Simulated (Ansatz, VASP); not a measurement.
**One calculation of Eu, two programs**

```
CELL_PARAMETERS angstrom
-2.33331 2.33331 2.33331
2.33331 -2.33331 2.33331
2.33331 2.33331 -2.33331
ATOMIC_POSITIONS crystal
Eu 0.00000 0.00000 0.00000
```

Alike in both runs: task single point; functional LDA; k mesh 8 × 8 × 8; occupations fermi-dirac, width 0.05 eV; collinear spin.

|  | VASP | Ansatz |
| --- | --- | --- |
| version | VASP 6.6.1 | Ansatz 0.2.0 |
| potentials or method | VASP PAW PBE potentials, release 64 (Eu) | Ansatz PAW |
| plane-wave cutoff (eV) | 520 | 420 |
| valence electrons in the cell | 17 | 17 |

```csv
,VASP,Ansatz,Ansatz less VASP
gap on the k mesh at the Fermi level (eV),none,none,-
pressure (GPa),-4.0,-3.7,+0.28
net moment per atom (μB),7.26,7.31,+0.050
size of the moment on the site where the two differ most (μB),6.71,7.09,+0.374
```

VASP's potentials were made for PBE, not for LDA. LDA's correlation is that of Perdew and Zunger in VASP and of Perdew and Wang (1992) in Ansatz. Site moments also hang on the region over which each program counts them. A gap of «none» marks a metal or a gap that the smearing closes.

Spin-orbit coupling is off throughout.
